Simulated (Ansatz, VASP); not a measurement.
# Y2As: VASP beside Ansatz

File INCAR:

```
SYSTEM = Y2As
  PREC = Accurate
  ENCUT = 600
  EDIFF = 1E-6
  ISMEAR = 0
  SIGMA = 0.1
  LREAL = .FALSE.
  LASPH = .TRUE.
  NELM = 100
  ALGO = Fast
  ISIF = 3
  LWAVE = .FALSE.
  LCHARG = .FALSE.
  GGA = PE
  IBRION = 2
  NSW = 100
  EDIFFG = -0.01
```

File KPOINTS:

```
regular mesh
0
G
  12 12 12
  0 0 0
```

Contents of POSCAR:

```
Y2As
1.0
    0.0000000000      3.4077057024      3.4077057024
    3.4077057024      0.0000000000      3.4077057024
    3.4077057024      3.4077057024      0.0000000000
Y As
2 1
Direct
    0.2500000000      0.2500000000      0.2500000000
    0.7500000000      0.7500000000      0.7500000000
    0.0000000000      0.0000000000      0.0000000000
```

Input for Ansatz:

```yaml
crystal:
  lattice:
    - [0.0, 3.4077057024, 3.4077057024]
    - [3.4077057024, 0.0, 3.4077057024]
    - [3.4077057024, 3.4077057024, 0.0]
  atoms:
    - { symbol: "Y", position: [0.25, 0.25, 0.25] }
    - { symbol: "Y", position: [0.75, 0.75, 0.75] }
    - { symbol: As, position: [0.0, 0.0, 0.0] }
basis:
  ecutwfc: 420
kpoints:
  mp_grid: { grid: [12, 12, 12] }
hamiltonian:
  xc: pbe
scf:
  occupations: { method: gaussian, width: 0.1 }
output:
  forces: true
  stress: true
  eigenvalues: true
relax:
  adjacent_minimum: "off"
  f_tol: 0.01
  max_steps: 80
  cell: { stress_tol: 0.05 }
```

Alike in both runs: task relaxation of cell and atoms; functional PBE; k mesh 12 × 12 × 12; occupations gaussian, width 0.1 eV; no spin polarisation.

```csv
,VASP,Ansatz
version,VASP 6.6.1,Ansatz 0.2.0
potentials or method,"VASP PAW PBE potentials, release 64 (Y_sv, As), cutoff 600 eV","scalar-relativistic, plane waves, PAW"
valence electrons in the cell,27,37
```

VASP gave:

```
gap on the k mesh at the Fermi level, each at its own relaxed structure (eV) : none
relaxed volume (Å³/atom)                                                     : 26.47
relaxed cell length with the largest relative difference (Å)                 : 4.825
```

**Question.** Estimate Ansatz's values.

**Answer.** gap on the k mesh at the Fermi level, each at its own relaxed structure (eV): none; relaxed volume (Å³/atom): 26.46; relaxed cell length with the largest relative difference (Å): 4.824.

A gap of «none» marks a metal or a gap that the smearing closes. VASP's potentials hold 27 valence electrons a cell and Ansatz's 37, so a difference there can come from the potentials and not from the codes.
